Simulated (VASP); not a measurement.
A run of VASP 6.6.1:

Contents of POSCAR:

```
MgH2
1.0
    6.7960980349      0.0000000000      0.0000000000
    0.0000000000      6.7960980349      0.0000000000
    0.0000000000      0.0000000000      5.4135413793
Mg H
4 8
Direct
    0.3480706665      0.0000000000      0.7500000000
    0.6519293335      0.0000000000      0.2500000000
    0.0000000000      0.3480706665      0.0000000000
    0.0000000000      0.6519293335      0.5000000000
    0.5000000000      0.0952116628      0.5000000000
    0.5000000000      0.9047883372      0.0000000000
    0.1960824300      0.1960824300      0.8750000000
    0.1960824300      0.8039175700      0.6250000000
    0.8039175700      0.1960824300      0.1250000000
    0.8039175700      0.8039175700      0.3750000000
    0.9047883372      0.5000000000      0.7500000000
    0.0952116628      0.5000000000      0.2500000000
```

The input INCAR.step1:

```
SYSTEM = MgH2
PREC     = Accurate       ! precision mode
ENCUT    = 520            ! plane-wave cutoff, eV
EDIFF    = 1E-6           ! SCF threshold, eV
ISMEAR   = 0              ! smearing method
SIGMA    = 0.02           ! smearing width, eV
LREAL    = .FALSE.        ! projectors in reciprocal space
LASPH    = .TRUE.         ! aspherical terms in the spheres
NELM     = 60             ! most SCF steps
ALGO     = Normal         ! electronic algorithm
ISIF     = 2              ! what is computed and relaxed
LWAVE    = .FALSE.        ! write WAVECAR
LCHARG   = .TRUE.         ! write CHGCAR
GGA      = PE             ! functional
NBANDS   = 20             ! bands
```

KPOINTS.step1

```
regular mesh
0
G
  4 4 4
  0 0 0
```

INCAR.step2

```
SYSTEM = MgH2
PREC     = Accurate       ! precision mode
ENCUT    = 520            ! plane-wave cutoff, eV
EDIFF    = 1E-6           ! SCF threshold, eV
ISMEAR   = -5             ! smearing method
SIGMA    = 0.02           ! smearing width, eV
LREAL    = .FALSE.        ! projectors in reciprocal space
LASPH    = .TRUE.         ! aspherical terms in the spheres
NELM     = 60             ! most SCF steps
ALGO     = Normal         ! electronic algorithm
ISIF     = 2              ! what is computed and relaxed
LWAVE    = .FALSE.        ! write WAVECAR
LCHARG   = .FALSE.        ! write CHGCAR
GGA      = PE             ! functional
LORBIT   = 11             ! projections on sites
NBANDS   = 20             ! bands
NEDOS    = 2001           ! points of the DOS
ICHARG   = 11             ! starting density
```

File KPOINTS.step2:

```
regular mesh
0
G
  6 6 6
  0 0 0
```

Potentials or basis: VASP PAW PBE potentials, release 64 (Mg, H).

Command:

```sh
$ cat potpaw_PBE.64/Mg/POTCAR potpaw_PBE.64/H/POTCAR > POTCAR
$ cp INCAR.step1 INCAR
$ cp KPOINTS.step1 KPOINTS
$ mpirun -np 1 vasp_std > vasp.out
$ cp INCAR.step2 INCAR
$ cp KPOINTS.step2 KPOINTS
$ mpirun -np 1 vasp_std > vasp.out
```

Hardware: 1 thread of Oxide Virtual Turin-like Processor (shared host).

**Question.** Estimate the wall time of this run.

**Answer.** Run time: 4.1 min on 1 thread of Oxide Virtual Turin-like Processor (shared host), peak memory 0.37 GiB. Counts: k points 40.
